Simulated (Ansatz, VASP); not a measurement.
# Tl in VASP and in Ansatz

INCAR

```
SYSTEM = Tl
PREC = Accurate
ENCUT = 520
EDIFF = 1E-8
ISMEAR = -1
SIGMA = 0.05
LREAL = .False.
LASPH = .True.
NELM = 100
ALGO = Normal
ISIF = 2
LWAVE = .False.
LCHARG = .False.
LEFG = .True.
NBANDS = 12
```

File KPOINTS:

```
Automatic mesh
0
Gamma
  13 13 13
  0 0 0
```

Contents of POSCAR:

```
Tl
1.0
   -1.9798200000      1.9410000000      1.9410000000
    1.9410000000     -1.9798200000      1.9410000000
    1.9410000000      1.9410000000     -1.9798200000
Tl
1
Direct
    0.0000000000      0.0000000000      0.0000000000
```

Input for Ansatz:

```yaml
crystal:
  lattice:
    - [-1.97982, 1.941, 1.941]
    - [1.941, -1.97982, 1.941]
    - [1.941, 1.941, -1.97982]
  atoms:
    - { symbol: Tl, position: [0.0, 0.0, 0.0] }
kpoints:
  mp_grid: { grid: [13, 13, 13] }
scf:
  occupations: { method: fermi_dirac, width: 0.05 }
hamiltonian:
  xc: lda
  pseudopotentials: { kind: all_electron, datasets: crystal }
output:
  forces: true
  stress: true
  eigenvalues: true
  efg: { contact_densities: true }
```

Change from the starting cell: equal xy, yz and zx shear strains of -2 %, crystal datasets.

Alike in both runs: task electric field gradients; functional LDA; k mesh 13 × 13 × 13; occupations fermi-dirac, width 0.05 eV; no spin polarisation.

```csv
,VASP,Ansatz
version,VASP 6.6.1,Ansatz 0.2.0
potentials or method,"VASP PAW LDA potentials, release 64 (Tl_d), cutoff 520 eV","all-electron PAW with datasets made for the crystal, scalar-relativistic"
```

Ansatz gave:

| Property | Result |
| --- | --- |
| pressure (GPa) | -2.4 |
| traceless stress, the component that is largest in VASP (GPa) | 0.19 |
| size of Vzz on the site where it differs most (V/Å²) | 25.8 |

Q: Estimate VASP's values.

A: Pressure (GPa): -2.4; traceless stress, the component that is largest in VASP (GPa): 0.19; size of Vzz on the site where it differs most (V/Å²): 27.0.

LDA's correlation is that of Perdew and Zunger in VASP and of Perdew and Wang (1992) in Ansatz. Ansatz ran all-electron here, and VASP with PAW potentials.

Neither program's run includes spin-orbit coupling.
